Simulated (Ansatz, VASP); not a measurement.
# Y in VASP and in Ansatz

Contents of INCAR:

```
SYSTEM = Y
PREC = Accurate ; ENCUT = 520
EDIFF = 1E-7 ; ISMEAR = -1
SIGMA = 0.05 ; LREAL = .False.
LASPH = .True. ; NELM = 100
ALGO = Normal ; ISIF = 2
LWAVE = .False. ; LCHARG = .False.
GGA = CA ; NBANDS = 12
```

The input KPOINTS:

```
Automatic mesh
0
Gamma
  13 13 13
  0 0 0
```

Contents of POSCAR:

```
Y
1.0
    0.0000000000      2.4932558746      2.4932558746
    2.4932558746      0.0000000000      2.4932558746
    2.4932558746      2.4932558746      0.0000000000
Y
1
Direct
    0.0000000000      0.0000000000      0.0000000000
```

Input for Ansatz:

```yaml
crystal:
  lattice:
    - [0.0, 2.4932558746, 2.4932558746]
    - [2.4932558746, 0.0, 2.4932558746]
    - [2.4932558746, 2.4932558746, 0.0]
  atoms:
    - { symbol: "Y", position: [0.0, 0.0, 0.0] }
kpoints:
  mp_grid: { grid: [13, 13, 13] }
  band_path:
    path:
      - [0.0, 0.0, 0.0]
      - [0.5, 0.0, 0.5]
      - [0.625, 0.25, 0.625]
      - [0.375, 0.375, 0.75]
      - [0.0, 0.0, 0.0]
      - [0.5, 0.5, 0.5]
      - [0.5, 0.25, 0.75]
      - [0.5, 0.0, 0.5]
    npoints: 5
scf:
  occupations: { method: fermi_dirac, width: 0.05 }
hamiltonian:
  xc: lda
  pseudopotentials: { kind: all_electron, lapw: { basis_error: 0.001 } }
output:
  forces: true
  stress: true
  eigenvalues: true
```

Change from the starting cell: volume scaled by 1.01.

Alike in both runs: task single point; functional LDA; k mesh 13 × 13 × 13; occupations fermi-dirac, width 0.05 eV; no spin polarisation.

|  | VASP | Ansatz |
| --- | --- | --- |
| version | VASP 6.6.1 | Ansatz 0.2.0 |
| potentials or method | VASP PAW LDA potentials, release 64 (Y_sv), cutoff 520 eV | all-electron LAPW, scalar-relativistic |

VASP gave:

| Quantity | Value |
| --- | --- |
| pressure (GPa) | -2.3 |

**Question.** Estimate Ansatz's values.

**Answer.** Pressure (GPa): -2.1.

LDA's correlation is that of Perdew and Zunger in VASP and of Perdew and Wang (1992) in Ansatz. Ansatz ran all-electron here, and VASP with PAW potentials.
